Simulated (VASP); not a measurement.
Input of a VASP 6.6.1 run:

INCAR

```
  PREC = Accurate
  ENCUT = 520
  EDIFF = 1E-7
  ISMEAR = 0
  SIGMA = 0.02
  LREAL = F
  LASPH = T
  NELM = 80
  ALGO = Normal
  ISIF = 2
  LWAVE = F
  LCHARG = T
  GGA = PE
  IVDW = 12
  LELF = T
  LVHAR = T
  NBANDS = 50
```

Contents of KPOINTS:

```
Automatic mesh
0
Gamma
  4 4 4
```

Contents of POSCAR:

```
KSrHfNbO6
1.0
    0.0000000000      4.0686843960      4.0686843960
    4.0686843960      0.0000000000      4.0686843960
    4.0686843960      4.0686843960      0.0000000000
K Sr Hf Nb O
1 1 1 1 6
Direct
    0.7500000000      0.7500000000      0.7500000000
    0.2500000000      0.2500000000      0.2500000000
    0.0000000000      0.0000000000      0.0000000000
    0.5000000000      0.5000000000      0.5000000000
    0.7446960192      0.2553039808      0.2553039808
    0.2553039808      0.7446960192      0.7446960192
    0.7446960192      0.7446960192      0.2553039808
    0.2553039808      0.2553039808      0.7446960192
    0.2553039808      0.7446960192      0.2553039808
    0.7446960192      0.2553039808      0.7446960192
```

Potentials or basis: VASP PAW PBE potentials, release 64 (K_sv, Sr_sv, Hf_pv, Nb_sv, O).

Command:

```bash
$ cat potpaw_PBE.64/K_sv/POTCAR potpaw_PBE.64/Sr_sv/POTCAR potpaw_PBE.64/Hf_pv/POTCAR potpaw_PBE.64/Nb_sv/POTCAR potpaw_PBE.64/O/POTCAR > POTCAR
$ mpirun -np 1 vasp_std > vasp.out
```

What does it give for the dispersion energy per atom?

-0.232 eV.

What does it give for the pressure?

-0.8 GPa.

Forces in eV/Å, atoms in the order of the input:
```
K    0.000  0.000  0.000
Sr   0.000  0.000  0.000
Hf   0.000  0.000  0.000
Nb   0.000  0.000  0.000
O   -0.124  0.000  0.000
O    0.124  0.000  0.000
O    0.000  0.000  0.124
O    0.000  0.000 -0.124
O    0.000 -0.124  0.000
O    0.000  0.124  0.000
```
